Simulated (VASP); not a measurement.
# ZnO (lda) (P6_3mc) in VASP: notebook

ZnO (lda) is run at these levels: LDA; tasks: single point.

Program: VASP 6.6.1. These are calculated values, not measurements. Logs are shortened: lines on timing, memory, paths and dates and some standing lists are left out, and cuts for length are marked.

## (1) The cell of the first run

Symmetry: P6_3mc, No. 186, hexagonal system. Conventional cell: a = 3.187 Å, b = 3.187 Å, c = 5.153 Å, α = 90.00°, β = 90.00°, γ = 120.00°. Zn (site symmetry 3m) has 4 O at 1.94 to 1.95 Å within 2.6 Å. Within 2.6 Å of O (site symmetry 3m) lie 4 Zn at 1.94 to 1.95 Å.

## (2) Single point, LDA

INCAR

```
SYSTEM = ZnO
ALGO = Normal
EDIFF = 1E-6
ENCUT = 520
GGA = CA
ISIF = 2
ISMEAR = 0
LASPH = .TRUE.
LCHARG = .TRUE.
LELF = .TRUE.
LREAL = .FALSE.
LVHAR = .TRUE.
LWAVE = .FALSE.
NBANDS = 26
NELM = 60
PREC = Accurate
SIGMA = 0.01
```

KPOINTS

```
k-points
0
G
  9 9 6
  0 0 0
```

POSCAR

```
ZnO
1.0
    3.1873357838      0.0000000000      0.0000000000
   -1.5936678919      2.7603137592      0.0000000000
    0.0000000000      0.0000000000      5.1528329312
Zn O
2 2
Direct
    0.3333333333      0.6666666667      0.0017883233
    0.6666666667      0.3333333333      0.5017883233
    0.3333333333      0.6666666667      0.3802116767
    0.6666666667      0.3333333333      0.8802116767
```

Potentials or basis: VASP PAW LDA potentials, release 64 (Zn, O).

The run is started by

```sh
$ cat potpaw_LDA.64/Zn/POTCAR potpaw_LDA.64/O/POTCAR > POTCAR
$ mpirun -np 1 vasp_std > vasp.out
```

OUTCAR:

```text
SYSTEM = ZnO
   EDIFF = 1E-6
   ENCUT = 520
   GGA = CA
   ISIF = 2
   ISMEAR = 0
   LASPH = .TRUE.
   LREAL = .FALSE.
   NELM = 60
   PREC = Accurate

 ion  position               nearest neighbor table
   1  0.333  0.667  0.002-   4 1.94   4 1.94   4 1.94   3 1.95
   2  0.667  0.333  0.502-   3 1.94   3 1.94   3 1.94   4 1.95
   3  0.333  0.667  0.380-   2 1.94   2 1.94   2 1.94   1 1.95
   4  0.667  0.333  0.880-   1 1.94   1 1.94   1 1.94   2 1.95

  LATTYP: Found a hexagonal cell.
 ALAT       =     3.1873357838
 C/A-ratio  =     1.6166583255

  Lattice vectors:

 A1 = (   3.1873357838,   0.0000000000,   0.0000000000)
 A2 = (  -1.5936678919,   2.7603137592,   0.0000000000)
 A3 = (   0.0000000000,   0.0000000000,   5.1528329312)

Analysis of symmetry for initial positions (statically):
=====================================================================
 Subroutine PRICEL returns:
 Original cell was already a primitive cell.

 Routine SETGRP: Setting up the symmetry group for a
 hexagonal supercell.

 Subroutine GETGRP returns: Found 12 space group operations
 (whereof  6 operations were pure point group operations)
 out of a pool of 24 trial point group operations.

The static configuration has the point symmetry C_3v.
 The point group associated with its full space group is C_6v.

Analysis of symmetry for dynamics (positions and initial velocities):
=====================================================================
 Subroutine PRICEL returns:
 Original cell was already a primitive cell.

 Routine SETGRP: Setting up the symmetry group for a
 hexagonal supercell.

 Subroutine GETGRP returns: Found 12 space group operations
 (whereof  6 operations were pure point group operations)
 out of a pool of 24 trial point group operations.

The dynamic configuration has the point symmetry C_3v.
 The point group associated with its full space group is C_6v.

 Subroutine INISYM returns: Found 12 space group operations
 (whereof  6 operations are pure point group operations),
 and found     1 'primitive' translations

----------------------------------------------------------------------------------------

                                     Primitive cell

  volume of cell :      45.3349

  direct lattice vectors                    reciprocal lattice vectors
[... 83 lines left out ...]
   ISTART =      0    job   : 0-new  1-cont  2-samecut
   ICHARG =      2    charge: 1-file 2-atom 10-const
   ISPIN  =      1    spin polarized calculation?
   LNONCOLLINEAR =      F non collinear calculations
   LSORBIT =      F    spin-orbit coupling
   LASPH  =      T    aspherical Exc in radial PAW
   ENCUT  =  520.0 eV  38.22 Ry    6.18 a.u.   5.93  5.93  9.58*2*pi/ulx,y,z
   NELM   =     60;   NELMIN=  2; NELMDL= -5     # of ELM steps
   EDIFF  = 0.1E-05   stopping-criterion for ELM
   LREAL  =      F    real-space projection
   EDIFFG = 0.1E-04   stopping-criterion for IOM
   NSW    =      0    number of steps for IOM
   IBRION =     -1    ionic relax: 0-MD 1-quasi-New 2-CG
   NFREE  =      0    steps in history (QN), initial steepest desc. (CG)
   ISIF   =      2    stress and relaxation
   ISYM   =      2    0-nonsym 1-usesym 2-fastsym
   POTIM  = 0.5000    time-step for ionic-motion
   TEBEG  =    0.0;   TEEND  =   0.0 temperature during run
   PSTRESS=    0.0 pullay stress
   NELECT =      36.0000    total number of electrons
   NUPDOWN=      -1.0000    fix difference up-down
   EMIN   =  10.00;   EMAX   =-10.00  energy-range for DOS
   EFERMI =   0.00;   METHOD = LEGACY
   ISMEAR =     0;   SIGMA  =   0.01  broadening in eV -4-tet -1-fermi 0-gaus
   EFERMI_NEDOS =   21; number of points for ismear=-14 and -15
   IALGO  =     38    algorithm
   IMIX   =      4    mixing-type and parameters
     AMIX     =   0.40;   BMIX     =  1.00
     AMIX_MAG =   1.60;   BMIX_MAG =  1.00
  volume/ion in A,a.u.               =      11.33        76.48
  Fermi-wavevector in a.u.,A,eV,Ry     =   1.515997  2.864818 31.269530  2.298246
  Thomas-Fermi vector in A             =   2.625445
   LORBIT       =      0    0 simple, 1 ext, 2 COOP (PROOUT), +10 PAW based schemes
   GGA     = CA    functional components
   LHFCALC =     F    Hartree Fock is set to
   AEXX    =    0.0000 exact exchange contribution
   IVDW    =     0    specifies the selected vdW correction
   LEPSILON=     F    determine dielectric tensor
   LRPA    =     F    only Hartree local field effects (RPA)
 non-spin polarized calculation
 Gauss-broadening in eV      SIGMA  =   0.01
  energy-cutoff  :      520.00
  volume of cell :       45.33
 maximum number of plane-waves:      1237
 NGX is ok and might be reduce to    24
   NGX = 11   NGY = 11   NGZ = 19

 number of electron      35.9999983 magnetization

 Free energy of the ion-electron system (eV)
  ---------------------------------------------------
  ext. energy  EPLUGINS =         0.00000000
  ---------------------------------------------------
  free energy    TOTEN  =       -21.15677195 eV

  energy without entropy =      -21.15677195  energy(sigma->0) =      -21.15677195

 E-fermi :   1.4847     XC(G=0): -11.7244

 val. band max:        1.3501232304   @ k =   0.0000   0.0000   0.0000
 cond. band min:       2.1582361075   @ k =   0.0000   0.0000   0.0000
 fundamental gap:      0.8081128771
 Fermi energy:         1.4846843487

 k-point     1 :       0.0000    0.0000    0.0000
  band No.  band energies     occupation
      1     -16.8727      2.00000
      2     -16.0300      2.00000
      3      -4.7735      2.00000
      4      -4.6814      2.00000
      5      -4.6814      2.00000
      6      -4.6431      2.00000
[... 685 lines left out ...]
     25      14.7282      0.00000
     26      16.0228      0.00000

 [... further k-points ...]
[... 5 lines left out ...]
  --------------------------------------------------------------------------------------
  -------------------------------------------------------------------------------------
  Total        0.3091531      0.3091531      0.3046919      0.0000000      0.0000000     -0.0000000
  in kB       10.9257654     10.9257654     10.7681032      0.0000000      0.0000000     -0.0000000
  external PRESSURE =      10.8732113 kB  Pullay stress =       0.0000000 kB

 VOLUME and BASIS-vectors are now :
 -----------------------------------------------------------------------------
  energy-cutoff  :      520.00
  volume of cell :       45.33
      direct lattice vectors                 reciprocal lattice vectors
     3.187335784  0.000000000  0.000000000     0.313741654  0.181138828  0.000000000
    -1.593667892  2.760313759  0.000000000     0.000000000  0.362277657  0.000000000
     0.000000000  0.000000000  5.152832931     0.000000000  0.000000000  0.194068004

 POSITION                                       TOTAL-FORCE (eV/Angst)
 -----------------------------------------------------------------------------------
     -0.00000      1.84021      0.00921         0.000000      0.000000      0.001515
      1.59367      0.92010      2.58563         0.000000     -0.000000      0.001515
     -0.00000      1.84021      1.95917         0.000000     -0.000000     -0.001515
      1.59367      0.92010      4.53558        -0.000000      0.000000     -0.001515
 -----------------------------------------------------------------------------------
    total drift:                                0.000000      0.000001      0.000293

  FREE ENERGIE OF THE ION-ELECTRON SYSTEM (eV)
  ---------------------------------------------------
  free  energy   TOTEN  =       -21.1567719507 eV

  energy  without entropy=      -21.1567719507  energy(sigma->0) =      -21.15677195
```

OSZICAR:

```text
N       E                     dE             d eps       ncg     rms          rms(c)
DAV:   1     0.293261667050E+03    0.29326E+03   -0.18159E+04  2560   0.205E+03
DAV:   2     0.745657550114E+01   -0.28581E+03   -0.26875E+03  2572   0.417E+02
DAV:   3    -0.235986937730E+02   -0.31055E+02   -0.30639E+02  2718   0.140E+02
DAV:   4    -0.242328713123E+02   -0.63418E+00   -0.63266E+00  2782   0.202E+01
DAV:   5    -0.242360783108E+02   -0.32070E-02   -0.32067E-02  2716   0.151E+00    0.156E+01
DAV:   6    -0.210583826202E+02    0.31777E+01   -0.60152E+00  3970   0.606E+01    0.999E+00
DAV:   7    -0.212215918127E+02   -0.16321E+00   -0.26897E+00  2588   0.164E+01    0.585E+00
DAV:   8    -0.212055622716E+02    0.16030E-01   -0.54313E-01  3344   0.699E+00    0.165E+00
DAV:   9    -0.211546953681E+02    0.50867E-01   -0.10028E-01  3632   0.654E+00    0.321E-01
DAV:  10    -0.211568215165E+02   -0.21261E-02   -0.34854E-02  2534   0.131E+00    0.898E-02
DAV:  11    -0.211567726060E+02    0.48911E-04   -0.42551E-04  3078   0.315E-01    0.227E-02
DAV:  12    -0.211567711766E+02    0.14294E-05   -0.74111E-05  3054   0.275E-01    0.787E-03
DAV:  13    -0.211567719507E+02   -0.77405E-06   -0.79460E-06  3172   0.833E-02
   1 F= -.21156772E+02 E0= -.21156772E+02  d E =-.535895E-83
```

It took 95 s on 1 thread of AMD EPYC 7R13, shared host; peak memory 0.14 GiB.

Results:

| Quantity | Value |
| --- | --- |
| Free energy | -21.1568 eV |
| Pressure | 1.1 GPa |
| Band gap on the k mesh | 0.81 eV, direct |

(Continued in part 2 of 2.)
